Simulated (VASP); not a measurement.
# BeS (P6_3/mmc) in VASP: single point with PBE0

Aim: the single point of BeS with PBE0.

All numbers are computed with VASP 6.6.1; they aren't measurements. Logs are shortened: lines on timing, memory, paths and dates and some standing lists are left out, and cuts for length are marked.

**1. The cell of the first run**

Symmetry: P6_3/mmc, No. 194, hexagonal system. Conventional cell: a = 3.462 Å, b = 3.462 Å, c = 6.992 Å, α = 90.00°, β = 90.00°, γ = 120.00°. Be (site symmetry -6m2) has 3 S at 2.00 Å within 2.6 Å. S (site symmetry -6m2) has 3 Be at 2.00 Å within 2.6 Å.

**2. Single point, PBE0**

The input, POSCAR:

```
BeS
1.0
    3.4621570814      0.0000000000      0.0000000000
   -1.7310785407      2.9983159844      0.0000000000
    0.0000000000      0.0000000000      6.9924280704
Be S
2 2
Direct
    0.3333333333      0.6666666667      0.2500000000
    0.6666666667      0.3333333333      0.7500000000
    0.6666666667      0.3333333333      0.2500000000
    0.3333333333      0.6666666667      0.7500000000
```

The input, INCAR.step1:

```
SYSTEM = BeS
ALGO = Normal
EDIFF = 1E-5
ENCUT = 520
GGA = PE
ISIF = 2
ISMEAR = 0
LASPH = .True.
LREAL = .False.
LWAVE = .True.
NBANDS = 16
NELM = 80
PREC = Accurate
SIGMA = 0.01
```

The input, INCAR.step2:

```
SYSTEM = BeS
AEXX = 0.25
ALGO = Normal
EDIFF = 1E-6
ENCUT = 520
GGA = PE
ISIF = 2
ISMEAR = 0
ISTART = 1
LASPH = .True.
LCHARG = .True.
LELF = .True.
LHFCALC = .True.
LREAL = .False.
LVHAR = .True.
LWAVE = .False.
NBANDS = 16
NELM = 80
PREC = Accurate
PRECFOCK = Normal
SIGMA = 0.01
```

The input, KPOINTS:

```
k-points
0
Gamma
  6 6 4
  0 0 0
```

Potentials or basis: VASP PAW PBE potentials, release 64 (Be, S).

Launch:

```console
$ cat potpaw_PBE.64/Be/POTCAR potpaw_PBE.64/S/POTCAR > POTCAR
$ cp INCAR.step1 INCAR
$ mpirun -np 1 vasp_std > vasp.out
$ cp INCAR.step2 INCAR
$ mpirun -np 1 vasp_std > vasp.out
```

OUTCAR:

```text
SYSTEM = BeS
   AEXX = 0.25
   EDIFF = 1E-6
   ENCUT = 520
   GGA = PE
   ISIF = 2
   ISMEAR = 0
   ISTART = 1
   LASPH = .True.
   LHFCALC = .True.
   LREAL = .False.
   NELM = 80
   PREC = Accurate
   PRECFOCK = Normal

 ion  position               nearest neighbor table
   1  0.333  0.667  0.250-   3 2.00   3 2.00   3 2.00
   2  0.667  0.333  0.750-   4 2.00   4 2.00   4 2.00
   3  0.667  0.333  0.250-   1 2.00   1 2.00   1 2.00
   4  0.333  0.667  0.750-   2 2.00   2 2.00   2 2.00

  LATTYP: Found a hexagonal cell.
 ALAT       =     3.4621570814
 C/A-ratio  =     2.0196738351

  Lattice vectors:

 A1 = (   3.4621570814,   0.0000000000,   0.0000000000)
 A2 = (  -1.7310785407,   2.9983159844,   0.0000000000)
 A3 = (   0.0000000000,   0.0000000000,   6.9924280704)

Analysis of symmetry for initial positions (statically):
=====================================================================
 Subroutine PRICEL returns:
 Original cell was already a primitive cell.

 Routine SETGRP: Setting up the symmetry group for a
 hexagonal supercell.

 Subroutine GETGRP returns: Found 24 space group operations
 (whereof 12 operations were pure point group operations)
 out of a pool of 24 trial point group operations.

The static configuration has the point symmetry D_3d.
 The point group associated with its full space group is D_6h.

Analysis of symmetry for dynamics (positions and initial velocities):
=====================================================================
 Subroutine PRICEL returns:
 Original cell was already a primitive cell.

 Routine SETGRP: Setting up the symmetry group for a
 hexagonal supercell.

 Subroutine GETGRP returns: Found 24 space group operations
 (whereof 12 operations were pure point group operations)
 out of a pool of 24 trial point group operations.

The dynamic configuration has the point symmetry D_3d.
 The point group associated with its full space group is D_6h.

 Subroutine INISYM returns: Found 24 space group operations
 (whereof 12 operations are pure point group operations),
 and found     1 'primitive' translations

----------------------------------------------------------------------------------------

                                     Primitive cell

  volume of cell :      72.5859

  direct lattice vectors                    reciprocal lattice vectors
     3.462157081  0.000000000  0.000000000     0.288837270  0.166760276  0.000000000
    -1.731078541  2.998315984  0.000000000     0.000000000  0.333520551  0.000000000
     0.000000000  0.000000000  6.992428070     0.000000000  0.000000000  0.143011839

  length of vectors
     3.462157081  3.462157081  6.992428070     0.333520551  0.333520551  0.143011839

  position of ions in fractional coordinates (direct lattice)
     0.333333333  0.666666667  0.250000000
     0.666666667  0.333333333  0.750000000
     0.666666667  0.333333333  0.250000000
     0.333333333  0.666666667  0.750000000

  ion indices of the primitive-cell ions
   primitive index   ion index
                 1           1
                 2           2
                 3           3
                 4           4

----------------------------------------------------------------------------------------

 KPOINTS: k-points

Automatic generation of k-mesh.
 Grid dimensions read from file:
 generate k-points for:    6    6    4

 Generating k-lattice:

  Cartesian coordinates                     Fractional coordinates (reciprocal lattice)
     0.048139545  0.027793379  0.000000000     0.166666667 -0.000000000  0.000000000
     0.000000000  0.055586759  0.000000000     0.000000000  0.166666667  0.000000000
     0.000000000  0.000000000  0.035752960     0.000000000  0.000000000  0.250000000

  Length of vectors
     0.055586759  0.055586759  0.035752960

  Shift w.r.t. Gamma in fractional coordinates (k-lattice)
     0.000000000  0.000000000  0.000000000

 Subroutine IBZKPT returns following result:
 ===========================================

 Found     21 irreducible k-points:

 Following reciprocal coordinates:
            Coordinates               Weight
  0.000000  0.000000  0.000000      1.000000
  0.166667  0.000000  0.000000      6.000000
  0.333333  0.000000  0.000000      6.000000
  0.500000  0.000000  0.000000      3.000000
  0.166667  0.166667  0.000000      6.000000
  0.333333  0.166667  0.000000     12.000000
[... 13 lines left out ...]
  0.333333  0.166667  0.500000     12.000000
  0.333333  0.333333  0.500000      2.000000
   k-points           NKPTS =     21   k-points in BZ     NKDIM =    144   number of bands    NBANDS=     16
   number of dos      NEDOS =    301   number of ions     NIONS =      4
   total plane-waves  NPLWV =  42336
   dimension x,y,z NGX =    28 NGY =   28 NGZ =   54
   dimension x,y,z NGXF=    56 NGYF=   56 NGZF=  108
   ions per type =               2   2
   NGX,Y,Z   is equivalent  to a cutoff of  13.45, 13.45, 12.84 a.u.
   NGXF,Y,Z  is equivalent  to a cutoff of  26.89, 26.89, 25.68 a.u.
 SYSTEM =  BeS
   PREC   = accura    normal or accurate (medium, high low for compatibility)
   ISTART =      1    job   : 0-new  1-cont  2-samecut
   ICHARG =      0    charge: 1-file 2-atom 10-const
   ISPIN  =      1    spin polarized calculation?
   LNONCOLLINEAR =      F non collinear calculations
   LSORBIT =      F    spin-orbit coupling
   LASPH  =      T    aspherical Exc in radial PAW
   ENCUT  =  520.0 eV  38.22 Ry    6.18 a.u.   6.44  6.44 13.00*2*pi/ulx,y,z
   NELM   =     80;   NELMIN=  2; NELMDL=  0     # of ELM steps
   EDIFF  = 0.1E-05   stopping-criterion for ELM
   LREAL  =      F    real-space projection
   EDIFFG = 0.1E-04   stopping-criterion for IOM
   NSW    =      0    number of steps for IOM
   IBRION =     -1    ionic relax: 0-MD 1-quasi-New 2-CG
   NFREE  =      0    steps in history (QN), initial steepest desc. (CG)
   ISIF   =      2    stress and relaxation
   ISYM   =      3    0-nonsym 1-usesym 2-fastsym
   POTIM  = 0.5000    time-step for ionic-motion
   TEBEG  =    0.0;   TEEND  =   0.0 temperature during run
   PSTRESS=    0.0 pullay stress
   NELECT =      16.0000    total number of electrons
   NUPDOWN=      -1.0000    fix difference up-down
   EMIN   =  10.00;   EMAX   =-10.00  energy-range for DOS
   EFERMI =   0.00;   METHOD = LEGACY
   ISMEAR =     0;   SIGMA  =   0.01  broadening in eV -4-tet -1-fermi 0-gaus
   EFERMI_NEDOS =   21; number of points for ismear=-14 and -15
   IALGO  =     38    algorithm
   IMIX   =      1    mixing-type and parameters
     AMIX     =   0.40;   BMIX     =  1.00
     AMIX_MAG =   1.60;   BMIX_MAG =  1.00
  volume/ion in A,a.u.               =      18.15       122.46
  Fermi-wavevector in a.u.,A,eV,Ry     =   0.988927  1.868800 13.306171  0.977976
  Thomas-Fermi vector in A             =   2.120489
   LORBIT       =      0    0 simple, 1 ext, 2 COOP (PROOUT), +10 PAW based schemes
   GGA     = PE    functional components
   LHFCALC =     T    Hartree Fock is set to
   PRECFOCK=normal    Normal, Fast or Accurate (Low or Medium for compatibility)
   ENCUT4O =  -1.0   cutoff for four orbital integrals eV
   NKREDX  =     1    reduce k-point grid by
   NKREDY  =     1    reduce k-point grid by
   NKREDZ  =     1    reduce k-point grid by
   AEXX    =    0.2500 exact exchange contribution
   HFSCREEN=    0.0000 screening length (either q_TF or 0.3 A-1)
   HFSCREENC=   0.0000 screening length for correlation (either q_TF or 0.3 A-1)
   ENCUTFOCK=  -1.0 apply spherical cutoff to Coloumb kernel
   IVDW    =     0    specifies the selected vdW correction
   LEPSILON=     F    determine dielectric tensor
   LRPA    =     F    only Hartree local field effects (RPA)
 non-spin polarized calculation
 Gauss-broadening in eV      SIGMA  =   0.01
  energy-cutoff  :      520.00
  volume of cell :       72.59
 maximum number of plane-waves:      1986
 NGX is ok and might be reduce to    28
  NGX = 20; NGY = 20; NGZ = 40

 number of electron      16.0000001 magnetization

 Free energy of the ion-electron system (eV)
  ---------------------------------------------------
  ext. energy  EPLUGINS =         0.00000000
  ---------------------------------------------------
  free energy    TOTEN  =       -23.12689628 eV

  energy without entropy =      -23.12689628  energy(sigma->0) =      -23.12689628

 E-fermi :   0.6327     XC(G=0):  -6.7735

 val. band max:        0.5215600242   @ k =   0.3333   0.1667   0.0000
 cond. band min:       6.3042348472   @ k =   0.5000   0.0000   0.2500
 fundamental gap:      5.7826748230
 Fermi energy:         0.6326848173

 k-point     1 :       0.0000    0.0000    0.0000
  band No.  band energies     occupation
      1     -13.2928      2.00000
      2     -12.8101      2.00000
      3      -3.2949      2.00000
      4      -0.3059      2.00000
      5      -0.3059      2.00000
      6      -0.1473      2.00000
[... 8 lines left out ...]
     15      10.8201      0.00000
     16      12.0555      0.00000

 k-point     2 :       0.1667    0.0000    0.0000
  band No.  band energies     occupation
      1     -13.0393      2.00000
      2     -12.5915      2.00000
      3      -2.8940      2.00000
      4      -1.6320      2.00000
      5      -1.4098      2.00000
      6      -0.8002      2.00000
[... 8 lines left out ...]
     15      10.5470      0.00000
     16      11.1954      0.00000

 k-point     3 :       0.3333    0.0000    0.0000
  band No.  band energies     occupation
      1     -12.4187      2.00000
      2     -12.0954      2.00000
      3      -3.7338      2.00000
      4      -3.4876      2.00000
      5      -1.7987      2.00000
      6      -1.5653      2.00000
[... 8 lines left out ...]
     15      13.2902      0.00000
     16      13.6408      0.00000
[... 305 lines left out ...]
 k-point    20 :       0.3333    0.1667    0.5000
  band No.  band energies     occupation
      1     -11.9221      2.00000
      2     -11.9221      2.00000
      3      -4.1979      2.00000
      4      -4.1979      2.00000
      5      -2.4694      2.00000
      6      -2.4694      2.00000
[... 8 lines left out ...]
     15      13.1066      0.00000
     16      13.1066      0.00000

 k-point    21 :       0.3333    0.3333    0.5000
  band No.  band energies     occupation
      1     -11.7359      2.00000
      2     -11.7359      2.00000
      3      -3.7715      2.00000
      4      -3.7715      2.00000
      5      -3.7632      2.00000
      6      -3.7632      2.00000
[... 8 lines left out ...]
     15      13.0577      0.00000
     16      13.0577      0.00000

------------------------ aborting loop because EDIFF is reached ----------------------------------------

  FORCE on cell =-STRESS in cart. coord.  units (eV):
  Direction    XX          YY          ZZ          XY          YZ          ZX
  --------------------------------------------------------------------------------------
  -------------------------------------------------------------------------------------
  Total       -0.3876394     -0.3876394      0.0815837      0.0000000     -0.0000000      0.0000000
  in kB       -8.5563052     -8.5563052      1.8007843      0.0000000     -0.0000000      0.0000000
  external PRESSURE =      -5.1039420 kB  Pullay stress =       0.0000000 kB

 VOLUME and BASIS-vectors are now :
 -----------------------------------------------------------------------------
  energy-cutoff  :      520.00
  volume of cell :       72.59
      direct lattice vectors                 reciprocal lattice vectors
     3.462157081  0.000000000  0.000000000     0.288837270  0.166760276  0.000000000
    -1.731078541  2.998315984  0.000000000     0.000000000  0.333520551  0.000000000
     0.000000000  0.000000000  6.992428070     0.000000000  0.000000000  0.143011839

 POSITION                                       TOTAL-FORCE (eV/Angst)
 -----------------------------------------------------------------------------------
     -0.00000      1.99888      1.74811        -0.000000      0.000000     -0.000000
      1.73108      0.99944      5.24432        -0.000000     -0.000000     -0.000000
      1.73108      0.99944      1.74811         0.000000     -0.000000      0.000000
     -0.00000      1.99888      5.24432        -0.000000      0.000000     -0.000000
 -----------------------------------------------------------------------------------
    total drift:                                0.000000      0.000000     -0.000000

  FREE ENERGIE OF THE ION-ELECTRON SYSTEM (eV)
  ---------------------------------------------------
  free  energy   TOTEN  =       -23.1268962822 eV

  energy  without entropy=      -23.1268962822  energy(sigma->0) =      -23.12689628
```

It took 55 min on 1 thread of Oxide Virtual Turin-like, shared host; peak memory 0.19 GiB.

Results:

* Free energy: -23.1269 eV
* Pressure: -0.5 GPa
* Band gap on the k mesh: 5.78 eV (least direct gap 5.95 eV)

Levels at points of the mesh, in eV from the valence-band top:
| k point | band 6 | band 7 | band 8 | band 9 | band 10 | band 11 |
| --- | --- | --- | --- | --- | --- | --- |
| (0.00, 0.00, 0.00) | -0.67 | -0.62 | -0.62 | 6.70 | 8.28 | 8.29 |
| (0.50, 0.00, 0.00) | -2.10 | -1.33 | -0.11 | 6.04 | 6.87 | 7.46 |
| (0.00, 0.00, 0.50) | -0.72 | -0.72 | -0.72 | 8.30 | 8.30 | 8.48 |
| (0.50, 0.00, 0.50) | -2.25 | -0.53 | -0.53 | 5.99 | 5.99 | 7.27 |

Caveat: the PAW data sets were made with another functional, which shifts forces and pressure a little.
